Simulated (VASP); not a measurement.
# SiC (P6_3mc) in VASP: further runs

The runs below take SiC through electric field gradients, density of states, with PBEsol.

All numbers are computed with VASP 6.6.1; they aren't measurements. Logs are shortened: lines on timing, memory, paths and dates and some standing lists are left out, and cuts for length are marked.

### Step 1. The cell of the first run

It takes space group P6_3mc (No. 186, hexagonal). Conventional cell: a = 3.066 Å, b = 3.066 Å, c = 5.031 Å, α = 90.00°, β = 90.00°, γ = 120.00°. Si (site symmetry 3m) has 4 C at 1.86 to 1.94 Å within 2.5 Å. Within 2.5 Å of C (site symmetry 3m) lie 4 Si at 1.86 to 1.94 Å.

### Step 2. Electric field gradients, PBEsol (volume scaled by 0.99)

INCAR reads:

```
SYSTEM = SiC
PREC = Accurate ; ENCUT = 520
EDIFF = 1E-8 ; ISMEAR = -1
SIGMA = 0.08 ; LREAL = .False.
LASPH = .True. ; NELM = 80
ALGO = Normal ; ISIF = 2
LWAVE = .False. ; LCHARG = .False.
GGA = PS ; LEFG = .True.
NBANDS = 16
```

KPOINTS reads:

```
regular mesh
0
Gamma
  15 15 8
  0 0 0
```

POSCAR reads:

```
SiC
1.0
    3.0657105101      0.0000000000      0.0000000000
   -1.5328552551      2.6549831825      0.0000000000
    0.0000000000      0.0000000000      5.0311169308
Si C
2 2
Direct
    0.3333333333      0.6666666667      0.0000000000
    0.6666666667      0.3333333333      0.5000000000
    0.3333333333      0.6666666667      0.3850000000
    0.6666666667      0.3333333333      0.8850000000
```

Potentials or basis: VASP PAW PBE potentials, release 64 (Si, C).

Command:

```bash
$ cat potpaw_PBE.64/Si/POTCAR potpaw_PBE.64/C/POTCAR > POTCAR
$ mpirun -np 1 vasp_std > vasp.out
```

OUTCAR:

```text
SYSTEM = SiC
   PREC = Accurate
   ENCUT = 520
   EDIFF = 1E-8
   ISMEAR = -1
   LREAL = .False.
   LASPH = .True.
   NELM = 80
   ISIF = 2
   GGA = PS

 ion  position               nearest neighbor table
   1  0.333  0.667  0.000-   4 1.86   4 1.86   4 1.86   3 1.94   2 3.08   2 3.08   2 3.08   2 3.08
                             2 3.08   2 3.08
   2  0.667  0.333  0.500-   3 1.86   3 1.86   3 1.86   4 1.94   1 3.08   1 3.08   1 3.08   1 3.08
                             1 3.08   1 3.08
   3  0.333  0.667  0.385-   2 1.86   2 1.86   2 1.86   1 1.94
   4  0.667  0.333  0.885-   1 1.86   1 1.86   1 1.86   2 1.94

  LATTYP: Found a hexagonal cell.
 ALAT       =     3.0657105101
 C/A-ratio  =     1.6410932846

  Lattice vectors:

 A1 = (   3.0657105101,   0.0000000000,   0.0000000000)
 A2 = (  -1.5328552551,   2.6549831825,   0.0000000000)
 A3 = (   0.0000000000,   0.0000000000,   5.0311169308)

Analysis of symmetry for initial positions (statically):
=====================================================================
 Subroutine PRICEL returns:
 Original cell was already a primitive cell.

 Routine SETGRP: Setting up the symmetry group for a
 hexagonal supercell.

 Subroutine GETGRP returns: Found 12 space group operations
 (whereof  6 operations were pure point group operations)
 out of a pool of 24 trial point group operations.

The static configuration has the point symmetry C_3v.
 The point group associated with its full space group is C_6v.

Analysis of symmetry for dynamics (positions and initial velocities):
=====================================================================
 Subroutine PRICEL returns:
 Original cell was already a primitive cell.

 Routine SETGRP: Setting up the symmetry group for a
 hexagonal supercell.

 Subroutine GETGRP returns: Found 12 space group operations
 (whereof  6 operations were pure point group operations)
 out of a pool of 24 trial point group operations.

The dynamic configuration has the point symmetry C_3v.
 The point group associated with its full space group is C_6v.

 Subroutine INISYM returns: Found 12 space group operations
 (whereof  6 operations are pure point group operations),
 and found     1 'primitive' translations

----------------------------------------------------------------------------------------
[... 141 lines left out ...]
  free energy    TOTEN  =       -31.78145700 eV

  energy without entropy =      -31.78145698  energy(sigma->0) =      -31.78145699

 E-fermi :   9.5677     XC(G=0): -11.5409

 val. band max:        8.4687940594   @ k =   0.0000   0.0000   0.0000
 cond. band min:      10.6113384575   @ k =   0.3333   0.3333   0.0000
 fundamental gap:      2.1425443980
 Fermi energy:         9.5677387529

 k-point     1 :       0.0000    0.0000    0.0000
  band No.  band energies     occupation
      1      -7.3528      2.00000
      2      -3.7745      2.00000
      3      -0.3482      2.00000
      4       6.9074      2.00000
      5       6.9074      2.00000
      6       8.1985      2.00000
[... 433 lines left out ...]
      3       0.9201      2.00000
      4       2.1418      2.00000
      5       2.6102      2.00000
      6       3.6171      2.00000
[... 8 lines left out ...]
     15      19.4710      0.00000
     16      20.3335      0.00000

 [... further k-points ...]
[... 5 lines left out ...]
  --------------------------------------------------------------------------------------
  -------------------------------------------------------------------------------------
  Total        1.2014761      1.2014761     -0.1719952     -0.0000000      0.0000000      0.0000000
  in kB       47.0076327     47.0076327     -6.7292969     -0.0000000      0.0000000      0.0000000
  external PRESSURE =      29.0953228 kB  Pullay stress =       0.0000000 kB

 VOLUME and BASIS-vectors are now :
 -----------------------------------------------------------------------------
  energy-cutoff  :      520.00
  volume of cell :       40.95
      direct lattice vectors                 reciprocal lattice vectors
     3.065710510  0.000000000  0.000000000     0.326188659  0.188325110  0.000000000
    -1.532855255  2.654983183  0.000000000     0.000000000  0.376650220  0.000000000
     0.000000000  0.000000000  5.031116931     0.000000000  0.000000000  0.198763021

 POSITION                                       TOTAL-FORCE (eV/Angst)
 -----------------------------------------------------------------------------------
     -0.00000      1.76999      0.00000         0.000000     -0.000000      0.767125
      1.53286      0.88499      2.51556        -0.000000     -0.000000      0.767125
     -0.00000      1.76999      1.93698         0.000000     -0.000000     -0.767125
      1.53286      0.88499      4.45254        -0.000000      0.000000     -0.767125
 -----------------------------------------------------------------------------------
    total drift:                                0.000000      0.000000     -0.000094

  FREE ENERGIE OF THE ION-ELECTRON SYSTEM (eV)
  ---------------------------------------------------
  free  energy   TOTEN  =       -31.7814569968 eV

  energy  without entropy=      -31.7814569789  energy(sigma->0) =      -31.78145699

 Electric field gradients (V/A^2)
---------------------------------------------------------------------
 ion       V_xx      V_yy      V_zz      V_xy      V_xz      V_yz
---------------------------------------------------------------------
   1      -8.676    -8.676    17.352    -0.000     0.000    -0.000
   2      -8.676    -8.676    17.352    -0.000    -0.000     0.000
   3      -1.512    -1.512     3.024    -0.000    -0.000     0.000
   4      -1.512    -1.512     3.024    -0.000     0.000    -0.000
---------------------------------------------------------------------

 Electric field gradients after diagonalization (V/A^2)
 (convention: |V_zz| > |V_xx| > |V_yy|)
----------------------------------------------------------------------
 ion       V_xx      V_yy      V_zz     asymmetry (V_yy - V_xx)/ V_zz
----------------------------------------------------------------------
   1      -8.676    -8.676    17.352       0.000
   2      -8.676    -8.676    17.352       0.000
   3      -1.512    -1.512     3.024       0.000
   4      -1.512    -1.512     3.024       0.000
----------------------------------------------------------------------

           NMR quadrupolar parameters

 Cq : quadrupolar parameter    Cq=e*Q*V_zz/h
 eta: asymmetry parameters     (V_yy - V_xx)/ V_zz
 Q  : nuclear electric quadrupole moment in mb (millibarn)
----------------------------------------------------------------------
 ion       Cq(MHz)       eta       Q (mb)
----------------------------------------------------------------------
   1       0.042       0.000       1.000
   2       0.042       0.000       1.000
   3       0.007       0.000       1.000
   4       0.007       0.000       1.000
----------------------------------------------------------------------
```

OSZICAR:

```text
N       E                     dE             d eps       ncg     rms          rms(c)
DAV:   1     0.237588772047E+02    0.23759E+02   -0.71522E+03  4320   0.896E+02
DAV:   2    -0.329596421688E+02   -0.56719E+02   -0.51628E+02  6096   0.158E+02
DAV:   3    -0.354487677225E+02   -0.24891E+01   -0.24797E+01  5632   0.305E+01
DAV:   4    -0.354665801231E+02   -0.17812E-01   -0.17809E-01  5336   0.316E+00
DAV:   5    -0.354667517706E+02   -0.17165E-03   -0.17164E-03  5536   0.292E-01    0.126E+01
DAV:   6    -0.319234855264E+02    0.35433E+01   -0.60583E+00  5504   0.151E+01    0.578E+00
DAV:   7    -0.318136280727E+02    0.10986E+00   -0.10681E+00  6168   0.605E+00    0.244E+00
DAV:   8    -0.317848029549E+02    0.28825E-01   -0.55129E-02  5032   0.143E+00    0.594E-01
DAV:   9    -0.317813052130E+02    0.34977E-02   -0.69619E-03  5616   0.562E-01    0.112E-01
DAV:  10    -0.317814499708E+02   -0.14476E-03   -0.68201E-04  5200   0.155E-01    0.529E-02
DAV:  11    -0.317814569053E+02   -0.69345E-05   -0.34931E-05  5528   0.437E-02    0.113E-02
DAV:  12    -0.317814569439E+02   -0.38527E-07   -0.32872E-06  5288   0.117E-02    0.390E-03
DAV:  13    -0.317814570044E+02   -0.60500E-07   -0.67874E-07  5696   0.509E-03    0.226E-03
DAV:  14    -0.317814569859E+02    0.18484E-07   -0.50797E-08  5168   0.153E-03    0.973E-04
DAV:  15    -0.317814569976E+02   -0.11745E-07   -0.69906E-09  3168   0.534E-04    0.306E-04
DAV:  16    -0.317814569968E+02    0.85493E-09   -0.17000E-09  2648   0.274E-04
   1 F= -.31781457E+02 E0= -.31781457E+02  d E =-.178890E-07
```

stdout:

```text
POSCAR found type information on POSCAR SiC
 POSCAR found :  2 types and       4 ions
 scaLAPACK will be used
 -----------------------------------------------------------------------------
|                                                                             |
|                                                                             |
|     You enforced a specific xc type in the INCAR file but a different       |
|     I HOPE YOU KNOW WHAT YOU ARE DOING!                                     |
|                                                                             |
 -----------------------------------------------------------------------------

 LDA part: xc-table for (Slater+PW92), standard interpolation
 POSCAR, INCAR and KPOINTS ok, starting setup
 FFT: planning ... GRIDC
 FFT: planning ... GRID_SOFT
 FFT: planning ... GRID
 WAVECAR not read
 entering main loop
ion   1

ion   2

ion   3

ion   4
```

It took 28 s on 1 thread of Intel Xeon 6975P-C (Granite Rapids), shared host; peak memory 0.2 GiB.

What came out:

| Quantity | Value |
| --- | --- |
| Free energy | -31.7815 eV |
| Pressure | 2.9 GPa |
| Largest force | 0.767 eV/Å |
| Band gap on the k mesh | 2.14 eV, indirect (least direct gap 3.99 eV) |

Forces in eV/Å, atoms in the order of the input:
```
Si   0.000  0.000  0.767
Si   0.000  0.000  0.767
C    0.000  0.000 -0.767
C    0.000  0.000 -0.767
```

Levels at points of the mesh, in eV from the valence-band top:
| k point | band 5 | band 6 | band 7 | band 8 | band 9 | band 10 | band 11 | band 12 |
| --- | --- | --- | --- | --- | --- | --- | --- | --- |
| (0.00, 0.00, 0.00) | -1.56 | -0.27 | -0.27 | 0.00 | 4.66 | 6.08 | 6.49 | 6.49 |
| (0.00, 0.00, 0.50) | -0.97 | -0.97 | -0.97 | -0.97 | 5.74 | 5.74 | 7.15 | 7.15 |

Electric field gradients, principal values (V/Å²):
| atom | least | middle | greatest (by size) |
| --- | --- | --- | --- |
| 1 Si | -8.676 | -8.676 | 17.352 |
| 2 Si | -8.676 | -8.676 | 17.352 |
| 3 C | -1.512 | -1.512 | 3.024 |
| 4 C | -1.512 | -1.512 | 3.024 |

Caveat: without QUAD_EFG the Cq values of the log hold for a quadrupole moment of 1 mb, not for the nuclei; the PAW data sets were made with another functional, which shifts forces and pressure a little. A k mesh can miss the band edges.

### Step 3. Electric field gradients, PBEsol (volume scaled by 1.02)

INCAR reads:

```
SYSTEM = SiC
ALGO     = Normal         ! electronic algorithm
EDIFF    = 1E-8           ! SCF threshold, eV
ENCUT    = 520            ! plane-wave cutoff, eV
GGA      = PS             ! functional
ISIF     = 2              ! what is computed and relaxed
ISMEAR   = -1             ! smearing method
LASPH    = .True.         ! aspherical terms in the spheres
LCHARG   = .False.        ! write CHGCAR
LEFG     = .True.       
LREAL    = .False.        ! projectors in reciprocal space
LWAVE    = .False.        ! write WAVECAR
NBANDS   = 16             ! bands
NELM     = 100            ! most SCF steps
PREC     = Accurate       ! precision mode
SIGMA    = 0.08           ! smearing width, eV
```

KPOINTS reads:

```
k-points
0
Gamma
  15 15 8
  0 0 0
```

POSCAR reads:

```
SiC
1.0
    3.0963696491      0.0000000000      0.0000000000
   -1.5481848246      2.6815347757      0.0000000000
    0.0000000000      0.0000000000      5.0814314379
Si C
2 2
Direct
    0.3333333333      0.6666666667      0.0000000000
    0.6666666667      0.3333333333      0.5000000000
    0.3333333333      0.6666666667      0.3850000000
    0.6666666667      0.3333333333      0.8850000000
```

Potentials or basis: VASP PAW PBE potentials, release 64 (Si, C).

Command:

```bash
$ cat potpaw_PBE.64/Si/POTCAR potpaw_PBE.64/C/POTCAR > POTCAR
$ mpirun -np 1 vasp_std > vasp.out
```

OUTCAR:

```text
SYSTEM = SiC
   EDIFF = 1E-8
   ENCUT = 520
   GGA = PS
   ISIF = 2
   ISMEAR = -1
   LASPH = .True.
   LREAL = .False.
   NELM = 100
   PREC = Accurate

 ion  position               nearest neighbor table
   1  0.333  0.667  0.000-   4 1.88   4 1.88   4 1.88   3 1.96   2 3.11   2 3.11   2 3.11   2 3.11
                             2 3.11   2 3.11
   2  0.667  0.333  0.500-   3 1.88   3 1.88   3 1.88   4 1.96   1 3.11   1 3.11   1 3.11   1 3.11
                             1 3.11   1 3.11
   3  0.333  0.667  0.385-   2 1.88   2 1.88   2 1.88   1 1.96
   4  0.667  0.333  0.885-   1 1.88   1 1.88   1 1.88   2 1.96

  LATTYP: Found a hexagonal cell.
 ALAT       =     3.0963696491
 C/A-ratio  =     1.6410932846

  Lattice vectors:

 A1 = (   3.0963696491,   0.0000000000,   0.0000000000)
 A2 = (  -1.5481848246,   2.6815347757,   0.0000000000)
 A3 = (   0.0000000000,   0.0000000000,   5.0814314379)

Analysis of symmetry for initial positions (statically):
=====================================================================
 Subroutine PRICEL returns:
 Original cell was already a primitive cell.

 Routine SETGRP: Setting up the symmetry group for a
 hexagonal supercell.

 Subroutine GETGRP returns: Found 12 space group operations
 (whereof  6 operations were pure point group operations)
 out of a pool of 24 trial point group operations.

The static configuration has the point symmetry C_3v.
 The point group associated with its full space group is C_6v.

Analysis of symmetry for dynamics (positions and initial velocities):
=====================================================================
 Subroutine PRICEL returns:
 Original cell was already a primitive cell.

 Routine SETGRP: Setting up the symmetry group for a
 hexagonal supercell.

[... 618 lines left out ...]
     16      19.7140      0.00000

 [... further k-points ...]
[... 5 lines left out ...]
  --------------------------------------------------------------------------------------
  -------------------------------------------------------------------------------------
  Total       -0.5959279     -0.5959279     -1.6915370      0.0000000      0.0000000     -0.0000000
  in kB      -22.6298662    -22.6298662    -64.2347119      0.0000000      0.0000000     -0.0000000
  external PRESSURE =     -36.4981481 kB  Pullay stress =       0.0000000 kB

 VOLUME and BASIS-vectors are now :
 -----------------------------------------------------------------------------
  energy-cutoff  :      520.00
  volume of cell :       42.19
      direct lattice vectors                 reciprocal lattice vectors
     3.096369649  0.000000000  0.000000000     0.322958856  0.186460383  0.000000000
    -1.548184825  2.681534776  0.000000000     0.000000000  0.372920765  0.000000000
     0.000000000  0.000000000  5.081431438     0.000000000  0.000000000  0.196794941

 POSITION                                       TOTAL-FORCE (eV/Angst)
 -----------------------------------------------------------------------------------
     -0.00000      1.78769      0.00000        -0.000000      0.000000      0.720501
      1.54818      0.89384      2.54072         0.000000     -0.000000      0.720501
     -0.00000      1.78769      1.95635        -0.000000      0.000000     -0.720501
      1.54818      0.89384      4.49707         0.000000     -0.000000     -0.720501
 -----------------------------------------------------------------------------------
    total drift:                               -0.000000      0.000000      0.000393

  FREE ENERGIE OF THE ION-ELECTRON SYSTEM (eV)
  ---------------------------------------------------
  free  energy   TOTEN  =       -31.7783037699 eV

  energy  without entropy=      -31.7783037557  energy(sigma->0) =      -31.77830376

 Electric field gradients (V/A^2)
---------------------------------------------------------------------
 ion       V_xx      V_yy      V_zz      V_xy      V_xz      V_yz
---------------------------------------------------------------------
   1      -8.404    -8.404    16.807    -0.000     0.000    -0.000
   2      -8.404    -8.404    16.807    -0.000    -0.000     0.000
   3      -1.421    -1.422     2.843    -0.000     0.000    -0.000
   4      -1.421    -1.422     2.843    -0.000    -0.000     0.000
---------------------------------------------------------------------

 Electric field gradients after diagonalization (V/A^2)
 (convention: |V_zz| > |V_xx| > |V_yy|)
----------------------------------------------------------------------
 ion       V_xx      V_yy      V_zz     asymmetry (V_yy - V_xx)/ V_zz
----------------------------------------------------------------------
   1      -8.404    -8.403    16.807       0.000
   2      -8.404    -8.403    16.807       0.000
   3      -1.422    -1.421     2.843       0.000
   4      -1.422    -1.421     2.843       0.000
----------------------------------------------------------------------

           NMR quadrupolar parameters

 Cq : quadrupolar parameter    Cq=e*Q*V_zz/h
 eta: asymmetry parameters     (V_yy - V_xx)/ V_zz
 Q  : nuclear electric quadrupole moment in mb (millibarn)
----------------------------------------------------------------------
 ion       Cq(MHz)       eta       Q (mb)
----------------------------------------------------------------------
   1       0.041       0.000       1.000
   2       0.041       0.000       1.000
   3       0.007       0.000       1.000
   4       0.007       0.000       1.000
----------------------------------------------------------------------
```

OSZICAR:

```text
N       E                     dE             d eps       ncg     rms          rms(c)
DAV:   1     0.239541384504E+02    0.23954E+02   -0.71536E+03  4320   0.896E+02
DAV:   2    -0.327097610087E+02   -0.56664E+02   -0.51631E+02  6216   0.156E+02
DAV:   3    -0.352756672249E+02   -0.25659E+01   -0.25553E+01  5664   0.306E+01
DAV:   4    -0.352945620064E+02   -0.18895E-01   -0.18892E-01  5312   0.325E+00
DAV:   5    -0.352947469232E+02   -0.18492E-03   -0.18491E-03  5584   0.303E-01    0.121E+01
DAV:   6    -0.319017128784E+02    0.33930E+01   -0.59000E+00  5512   0.148E+01    0.553E+00
DAV:   7    -0.318101183726E+02    0.91595E-01   -0.10041E+00  6176   0.582E+00    0.238E+00
DAV:   8    -0.317815839827E+02    0.28534E-01   -0.52190E-02  4960   0.140E+00    0.575E-01
DAV:   9    -0.317781409506E+02    0.34430E-02   -0.67980E-03  5576   0.552E-01    0.114E-01
DAV:  10    -0.317782962680E+02   -0.15532E-03   -0.71401E-04  5216   0.158E-01    0.538E-02
DAV:  11    -0.317783035952E+02   -0.73272E-05   -0.40343E-05  5432   0.461E-02    0.112E-02
DAV:  12    -0.317783036982E+02   -0.10304E-06   -0.37746E-06  5424   0.126E-02    0.401E-03
DAV:  13    -0.317783037810E+02   -0.82757E-07   -0.67305E-07  5688   0.514E-03    0.229E-03
DAV:  14    -0.317783037617E+02    0.19229E-07   -0.54509E-08  5216   0.158E-03    0.109E-03
DAV:  15    -0.317783037699E+02   -0.81332E-08   -0.99125E-09  3408   0.622E-04
   1 F= -.31778304E+02 E0= -.31778304E+02  d E =-.141083E-07
```

Run time: 28 s. Hardware: 1 thread of Intel Xeon 6975P-C (Granite Rapids), shared host; peak memory 0.2 GiB.

Results:

```yaml
Free_energy: -31.7783 eV
Pressure: -3.6 GPa
Largest_force: 0.721 eV/Å
Band_gap_on_the_k_mesh: 2.20 eV, indirect (least direct gap 3.93 eV)
```

Forces on the atoms (eV/Å):
```
Si   0.000  0.000  0.721
Si   0.000  0.000  0.721
C    0.000  0.000 -0.721
C    0.000  0.000 -0.721
```

Stress tensor (GPa, compression positive):
```
-2.26  0.00  0.00
 0.00 -2.26  0.00
 0.00  0.00 -6.42
```

Electric field gradients, principal values (V/Å²):
| atom | least | middle | greatest (by size) |
| --- | --- | --- | --- |
| 1 Si | -8.403 | -8.404 | 16.807 |
| 2 Si | -8.403 | -8.404 | 16.807 |
| 3 C | -1.421 | -1.422 | 2.843 |
| 4 C | -1.421 | -1.422 | 2.843 |

Caveat: without QUAD_EFG the Cq values of the log hold for a quadrupole moment of 1 mb, not for the nuclei; the PAW data sets were made with another functional, which shifts forces and pressure a little. A k mesh can miss the band edges.

(Continued in part 2 of 2.)
